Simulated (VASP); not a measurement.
Set up this calculation in VASP 6.6.1, as the native input.

- Task: single point
- Functional: PBE
- Potentials or basis: VASP PAW PBE potentials, release 64 (Al, W_sv)
- Cutoff: 500 eV
- k mesh: 4 × 4 × 4
- Occupations: gaussian, width 0.1 eV
- Spin: no spin polarisation
- Dipole correction: no
- Further INCAR settings: ALGO = Normal; EDIFF = 1e-06; NBANDS = 20

The structure of Al3W lies in POSCAR:

```
Al3W
1.0
    0.0000000000      3.1403098511      3.1403098511
    3.1403098511      0.0000000000      3.1403098511
    3.1403098511      3.1403098511      0.0000000000
Al W
3 1
Direct
    0.5000000000      0.5000000000      0.5000000000
    0.2500000000      0.2500000000      0.2500000000
    0.7500000000      0.7500000000      0.7500000000
    0.0000000000      0.0000000000      0.0000000000
```

The cell was built from a structure type or drawn by symmetry, and may not be a known phase.

One way to write it, as run:

INCAR

```
SYSTEM = Al3W
PREC     = Accurate       ! precision mode
ENCUT    = 500            ! plane-wave cutoff, eV
EDIFF    = 1E-6           ! SCF threshold, eV
ISMEAR   = 0              ! smearing method
SIGMA    = 0.1            ! smearing width, eV
LREAL    = .FALSE.        ! projectors in reciprocal space
LASPH    = .TRUE.         ! aspherical terms in the spheres
NELM     = 120            ! most SCF steps
ALGO     = Normal         ! electronic algorithm
ISIF     = 2              ! what is computed and relaxed
LWAVE    = .FALSE.        ! write WAVECAR
LCHARG   = .FALSE.        ! write CHGCAR
GGA      = PE             ! functional
NBANDS   = 20             ! bands
GGA_COMPAT= .FALSE.
```

KPOINTS

```
regular mesh
0
G
  4 4 4
  0 0 0
```

Potentials or basis: VASP PAW PBE potentials, release 64 (Al, W_sv).

Launch:

```sh
$ cat potpaw_PBE.64/Al/POTCAR potpaw_PBE.64/W_sv/POTCAR > POTCAR
$ mpirun -np 1 vasp_std > vasp.out
```

Results of the run:

```yaml
Pressure: -0.1 GPa
Band_gap_on_the_k_mesh: zero (an odd number of electrons rules out a gap without spin polarisation)
```

Caveat: the k points lie up to 0.43 Å⁻¹ apart, too coarse for converged energies and pressures of a metal; spin-orbit coupling is left out, which moves the levels of the heavy elements.

Wall time 8.3 s on 1 thread of Intel(R) Xeon(R) Platinum 8259CL CPU @ 2.50GHz (Skylake/Cascade Lake), on a shared host, peak memory 0.17 GiB.
